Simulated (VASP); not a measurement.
# WC (P-6m2) in VASP: notebook

The runs below take WC through single point, with PBE.

Program: VASP 6.6.1. These are calculated values, not measurements. Logs are shortened: lines on timing, memory, paths and dates and some standing lists are left out, and cuts for length are marked.

### Step 1. The cell of the first run

It takes space group P-6m2 (No. 187, hexagonal). The conventional cell has a = 2.810 Å, b = 2.810 Å, c = 3.015 Å, α = 90.00°, β = 90.00°, γ = 120.00°. Within 3.1 Å of W (site symmetry -6m2) lie 6 C at 2.21 Å and 8 W at 2.81 to 3.01 Å. C (site symmetry -6m2) has 6 W at 2.21 Å and 8 C at 2.81 to 3.01 Å within 3.1 Å.

### Step 2. Single point, PBE

INCAR reads:

```
PREC = Accurate
ENCUT = 520
EDIFF = 1E-6
ISMEAR = 0
SIGMA = 0.15
LREAL = F
LASPH = T
NELM = 100
ALGO = Normal
ISIF = 2
LWAVE = F
LCHARG = F
GGA = PE
NBANDS = 16
```

KPOINTS reads:

```
regular mesh
0
Gamma
  24 24 18
```

POSCAR reads:

```
WC
1.0
    2.8098007436      0.0000000000      0.0000000000
   -1.4049003718      2.4333588235      0.0000000000
    0.0000000000      0.0000000000      3.0145887278
W C
1 1
Direct
    0.0000000000      0.0000000000      0.0000000000
    0.6666666667      0.3333333333      0.5000000000
```

Potentials or basis: VASP PAW PBE potentials, release 64 (W_sv, C).

Launch:

```
$ cat potpaw_PBE.64/W_sv/POTCAR potpaw_PBE.64/C/POTCAR > POTCAR
$ mpirun -np 1 vasp_std > vasp.out
```

OUTCAR:

```text
PREC = Accurate
   ENCUT = 520
   EDIFF = 1E-6
   ISMEAR = 0
   LREAL = F
   LASPH = T
   NELM = 100
   ISIF = 2
   GGA = PE

 ion  position               nearest neighbor table
   1  0.000  0.000  0.000-   2 2.21   2 2.21   2 2.21   2 2.21   2 2.21   2 2.21
   2  0.667  0.333  0.500-   1 2.21   1 2.21   1 2.21   1 2.21   1 2.21   1 2.21

  LATTYP: Found a hexagonal cell.
 ALAT       =     2.8098007436
 C/A-ratio  =     1.0728834543

  Lattice vectors:

 A1 = (   2.8098007436,   0.0000000000,   0.0000000000)
 A2 = (  -1.4049003718,   2.4333588235,   0.0000000000)
 A3 = (   0.0000000000,   0.0000000000,   3.0145887278)

Analysis of symmetry for initial positions (statically):
=====================================================================
 Subroutine PRICEL returns:
 Original cell was already a primitive cell.

 Routine SETGRP: Setting up the symmetry group for a
 hexagonal supercell.

 Subroutine GETGRP returns: Found 12 space group operations
 (whereof 12 operations were pure point group operations)
 out of a pool of 24 trial point group operations.

The static configuration has the point symmetry D_3h.

Analysis of symmetry for dynamics (positions and initial velocities):
=====================================================================
 Subroutine PRICEL returns:
 Original cell was already a primitive cell.

 Routine SETGRP: Setting up the symmetry group for a
 hexagonal supercell.

 Subroutine GETGRP returns: Found 12 space group operations
 (whereof 12 operations were pure point group operations)
 out of a pool of 24 trial point group operations.

The dynamic configuration has the point symmetry D_3h.

 Subroutine INISYM returns: Found 12 space group operations
 (whereof 12 operations are pure point group operations),
 and found     1 'primitive' translations

----------------------------------------------------------------------------------------

                                     Primitive cell

  volume of cell :      20.6115

  direct lattice vectors                    reciprocal lattice vectors
     2.809800744  0.000000000  0.000000000     0.355897123  0.205477300  0.000000000
    -1.404900372  2.433358823  0.000000000     0.000000000  0.410954599  0.000000000
     0.000000000  0.000000000  3.014588728     0.000000000  0.000000000  0.331720208

  length of vectors
     2.809800744  2.809800744  3.014588728     0.410954599  0.410954599  0.331720208

  position of ions in fractional coordinates (direct lattice)
     0.000000000  0.000000000  0.000000000
     0.666666667  0.333333333  0.500000000

  ion indices of the primitive-cell ions
   primitive index   ion index
                 1           1
                 2           2

----------------------------------------------------------------------------------------

 KPOINTS: regular mesh

Automatic generation of k-mesh.
 Grid dimensions read from file:
 generate k-points for:   24   24   18

 Generating k-lattice:

  Cartesian coordinates                     Fractional coordinates (reciprocal lattice)
     0.014829047  0.008561554  0.000000000     0.041666667  0.000000000  0.000000000
     0.000000000  0.017123108  0.000000000     0.000000000  0.041666667  0.000000000
     0.000000000  0.000000000  0.018428900     0.000000000  0.000000000  0.055555556

  Length of vectors
     0.017123108  0.017123108  0.018428900

  Shift w.r.t. Gamma in fractional coordinates (k-lattice)
     0.000000000  0.000000000  0.000000000

 Subroutine IBZKPT returns following result:
 ===========================================

 Found    610 irreducible k-points:

 Following reciprocal coordinates:
            Coordinates               Weight
  0.000000  0.000000  0.000000      1.000000
  0.041667  0.000000  0.000000      6.000000
  0.083333 -0.000000  0.000000      6.000000
  0.125000  0.000000  0.000000      6.000000
  0.166667  0.000000  0.000000      6.000000
  0.208333  0.000000  0.000000      6.000000
[... 16 lines left out ...]
  0.416667  0.041667  0.000000     12.000000
  0.458333  0.041667  0.000000     12.000000
 [... further k-points ...]
   k-points           NKPTS =    610   k-points in BZ     NKDIM =    610   number of bands    NBANDS=     16
   number of dos      NEDOS =    301   number of ions     NIONS =      2
   total plane-waves  NPLWV =  13824
   dimension x,y,z NGX =    24 NGY =   24 NGZ =   24
   dimension x,y,z NGXF=    48 NGYF=   48 NGZF=   48
   ions per type =               1   1
   NGX,Y,Z   is equivalent  to a cutoff of  14.20, 14.20, 13.24 a.u.
   NGXF,Y,Z  is equivalent  to a cutoff of  28.40, 28.40, 26.47 a.u.
 SYSTEM =  unknown system
   PREC   = accura    normal or accurate (medium, high low for compatibility)
   ISTART =      0    job   : 0-new  1-cont  2-samecut
   ICHARG =      2    charge: 1-file 2-atom 10-const
   ISPIN  =      1    spin polarized calculation?
   LNONCOLLINEAR =      F non collinear calculations
   LSORBIT =      F    spin-orbit coupling
   LASPH  =      T    aspherical Exc in radial PAW
   ENCUT  =  520.0 eV  38.22 Ry    6.18 a.u.   5.22  5.22  5.61*2*pi/ulx,y,z
   NELM   =    100;   NELMIN=  2; NELMDL= -5     # of ELM steps
   EDIFF  = 0.1E-05   stopping-criterion for ELM
   LREAL  =      F    real-space projection
   EDIFFG = 0.1E-04   stopping-criterion for IOM
   NSW    =      0    number of steps for IOM
   IBRION =     -1    ionic relax: 0-MD 1-quasi-New 2-CG
   NFREE  =      0    steps in history (QN), initial steepest desc. (CG)
   ISIF   =      2    stress and relaxation
   ISYM   =      2    0-nonsym 1-usesym 2-fastsym
   POTIM  = 0.5000    time-step for ionic-motion
   TEBEG  =    0.0;   TEEND  =   0.0 temperature during run
   PSTRESS=    0.0 pullay stress
   NELECT =      18.0000    total number of electrons
   NUPDOWN=      -1.0000    fix difference up-down
   EMIN   =  10.00;   EMAX   =-10.00  energy-range for DOS
   EFERMI =   0.00;   METHOD = LEGACY
   ISMEAR =     0;   SIGMA  =   0.15  broadening in eV -4-tet -1-fermi 0-gaus
   EFERMI_NEDOS =   21; number of points for ismear=-14 and -15
   IALGO  =     38    algorithm
   IMIX   =      4    mixing-type and parameters
     AMIX     =   0.40;   BMIX     =  1.00
     AMIX_MAG =   1.60;   BMIX_MAG =  1.00
  volume/ion in A,a.u.               =      10.31        69.55
  Fermi-wavevector in a.u.,A,eV,Ry     =   1.564813  2.957068 33.315762  2.448639
  Thomas-Fermi vector in A             =   2.667381
   LORBIT       =      0    0 simple, 1 ext, 2 COOP (PROOUT), +10 PAW based schemes
   GGA     = PE    functional components
   LHFCALC =     F    Hartree Fock is set to
   AEXX    =    0.0000 exact exchange contribution
   IVDW    =     0    specifies the selected vdW correction
   LEPSILON=     F    determine dielectric tensor
   LRPA    =     F    only Hartree local field effects (RPA)
 non-spin polarized calculation
 Gauss-broadening in eV      SIGMA  =   0.15
  energy-cutoff  :      520.00
  volume of cell :       20.61
 maximum number of plane-waves:       568
 NGX is ok and might be reduce to    24
   NGX = 11   NGY = 11   NGZ = 11

 number of electron      18.0000000 magnetization

 Free energy of the ion-electron system (eV)
  ---------------------------------------------------
  ext. energy  EPLUGINS =         0.00000000
  ---------------------------------------------------
  free energy    TOTEN  =       -22.15988531 eV

  energy without entropy =      -22.15719940  energy(sigma->0) =      -22.15854235

 E-fermi :  11.1776     XC(G=0): -13.8573

 val. band max:       11.1728752742   @ k =   0.5000   0.0000   0.4444
 cond. band min:      11.1875794111   @ k =   0.4167   0.1250   0.0000
 fundamental gap:      0.0147041369
 Fermi energy:        11.1775630759

 k-point     1 :       0.0000    0.0000    0.0000
  band No.  band energies     occupation
      1     -62.8257      2.00000
      2     -26.9815      2.00000
      3     -26.5563      2.00000
      4     -26.5563      2.00000
      5      -3.2943      2.00000
      6       6.5584      2.00000
[... 8 lines left out ...]
     15      25.1075      0.00000
     16      28.7540      0.00000

 k-point     2 :       0.0417    0.0000    0.0000
  band No.  band energies     occupation
      1     -62.8242      2.00000
      2     -26.9787      2.00000
      3     -26.5761      2.00000
      4     -26.5607      2.00000
      5      -3.2451      2.00000
      6       6.6034      2.00000
[... 8 lines left out ...]
     15      25.0539      0.00000
     16      28.8620      0.00000

 k-point     3 :       0.0833   -0.0000    0.0000
  band No.  band energies     occupation
      1     -62.8198      2.00000
      2     -26.9706      2.00000
      3     -26.6337      2.00000
      4     -26.5736      2.00000
      5      -3.0995      2.00000
      6       6.7275      2.00000
[... 8 lines left out ...]
     15      24.9376      0.00000
     16      29.1693      0.00000

 k-point     4 :       0.1250    0.0000    0.0000
  band No.  band energies     occupation
      1     -62.8127      2.00000
      2     -26.9577      2.00000
      3     -26.7245      2.00000
      4     -26.5941      2.00000
      5      -2.8642      2.00000
      6       6.8770      2.00000
[... 8 lines left out ...]
     15      24.8541      0.00000
     16      29.3093      0.00000
[... 324 lines left out ...]
 k-point    22 :       0.3750    0.0417    0.0000
  band No.  band energies     occupation
      1     -62.7453      2.00000
      2     -27.5282      2.00000
      3     -26.8336      2.00000
      4     -26.7947      2.00000
      5      -0.1228      2.00000
      6       4.6803      2.00000
[... 8 lines left out ...]
     15      25.6697      0.00000
     16      29.3529      0.00000

 k-point    23 :       0.4167    0.0417    0.0000
  band No.  band energies     occupation
      1     -62.7395      2.00000
      2     -27.5935      2.00000
      3     -26.8229      2.00000
      4     -26.8115      2.00000
      5       0.2123      2.00000
      6       4.4345      2.00000
[... 8 lines left out ...]
     15      24.8092      0.00000
     16      29.8659      0.00000

 k-point    24 :       0.4583    0.0417    0.0000
  band No.  band energies     occupation
      1     -62.7365      2.00000
      2     -27.6270      2.00000
      3     -26.8201      2.00000
      4     -26.8173      2.00000
      5       0.4022      2.00000
      6       4.2976      2.00000
[... 8 lines left out ...]
     15      24.3040      0.00000
     16      30.1581      0.00000

 [... further k-points ...]

------------------------ aborting loop because EDIFF is reached ----------------------------------------

  FORCE on cell =-STRESS in cart. coord.  units (eV):
  Direction    XX          YY          ZZ          XY          YZ          ZX
  --------------------------------------------------------------------------------------
  -------------------------------------------------------------------------------------
  Total        3.9305462      3.9305462     -4.6533723      0.0000000      0.0000000      0.0000000
  in kB      305.5299128    305.5299128   -361.7167594      0.0000000      0.0000000      0.0000000
  external PRESSURE =      83.1143554 kB  Pullay stress =       0.0000000 kB

 VOLUME and BASIS-vectors are now :
 -----------------------------------------------------------------------------
  energy-cutoff  :      520.00
  volume of cell :       20.61
      direct lattice vectors                 reciprocal lattice vectors
     2.809800744  0.000000000  0.000000000     0.355897123  0.205477300  0.000000000
    -1.404900372  2.433358823  0.000000000     0.000000000  0.410954599  0.000000000
     0.000000000  0.000000000  3.014588728     0.000000000  0.000000000  0.331720208

 POSITION                                       TOTAL-FORCE (eV/Angst)
 -----------------------------------------------------------------------------------
      0.00000      0.00000      0.00000         0.000000     -0.000000      0.000000
      1.40490      0.81112      1.50729        -0.000000      0.000000      0.000000
 -----------------------------------------------------------------------------------
    total drift:                                0.000000     -0.000000      0.000000

  FREE ENERGIE OF THE ION-ELECTRON SYSTEM (eV)
  ---------------------------------------------------
  free  energy   TOTEN  =       -22.1598853108 eV

  energy  without entropy=      -22.1571993986  energy(sigma->0) =      -22.15854235
```

Wall time 50 s (1 thread of Intel Xeon 6975P-C (Granite Rapids), shared host); peak memory 0.3 GiB.

Results:

* Free energy: -22.1599 eV
* Pressure: 8.3 GPa
* Band gap on the k mesh: zero (bands 9 and 10 overlap by 1.05 eV)

Stress tensor (GPa, compression positive):
```
 30.55   0.00   0.00
  0.00  30.55   0.00
  0.00   0.00 -36.17
```

Caveat: the stress differs along the axes, from -36 to 31 GPa; spin-orbit coupling is left out, which moves the levels of the heavy elements.

[end of part 1 of 3]

The gap in the log of VASP goes by the Fermi energy; the results here count the filled bands.